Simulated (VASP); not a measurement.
Write the native input for VASP 6.6.1 that does the following.

```yaml
Task: single point
Functional: PBEsol
Potentials_or_basis: VASP PAW PBE potentials, release 64 (O)
Cutoff: 520 eV
k_mesh: 14 × 14 × 8
Occupations: fermi-dirac, width 0.05 eV
Spin: no spin polarisation
Dipole_correction: no
Further_INCAR_settings: ALGO = Normal; EDIFF = 1e-06; NBANDS = 13
```

The structure of O lies in POSCAR:

```
O
1.0
    2.5029894065      0.0000000000      0.0000000000
   -1.2514947032      2.1676524114      0.0000000000
    0.0000000000      0.0000000000      4.0548428385
O
2
Direct
    0.3133333333      0.6566666667      0.2350000000
    0.6866666667      0.3433333333      0.7650000000
```

This cell differs from its parent crystal: shortest bond scaled by 0.94.

One way to write it, as run:

INCAR

```
SYSTEM = O
ALGO = Normal
EDIFF = 1E-6
ENCUT = 520
GGA = PS
ISIF = 2
ISMEAR = -1
LASPH = .TRUE.
LCHARG = .FALSE.
LREAL = .FALSE.
LWAVE = .FALSE.
NBANDS = 13
NELM = 60
PREC = Accurate
SIGMA = 0.05
```

KPOINTS

```
k-points
0
G
  14 14 8
  0 0 0
```

Potentials or basis: VASP PAW PBE potentials, release 64 (O).

The run is started by

```sh
$ cat potpaw_PBE.64/O/POTCAR > POTCAR
$ mpirun -np 1 vasp_std > vasp.out
```

It gave:

The pressure is -26.6 GPa and the largest force is 0.837 eV/Å. The band gap on the k mesh is zero (bands 6 and 7 overlap by 1.94 eV).

Caveat: the cell differs from its parent crystal (shortest bond scaled by 0.94); the stress differs along the axes, from -33 to -23 GPa; the PAW data sets were made with another functional, which shifts forces and pressure a little.

Run time: 39 s on 1 thread of Intel(R) Xeon(R) 6975P-C (Granite Rapids), with other jobs on the host, peak memory 0.2 GiB.
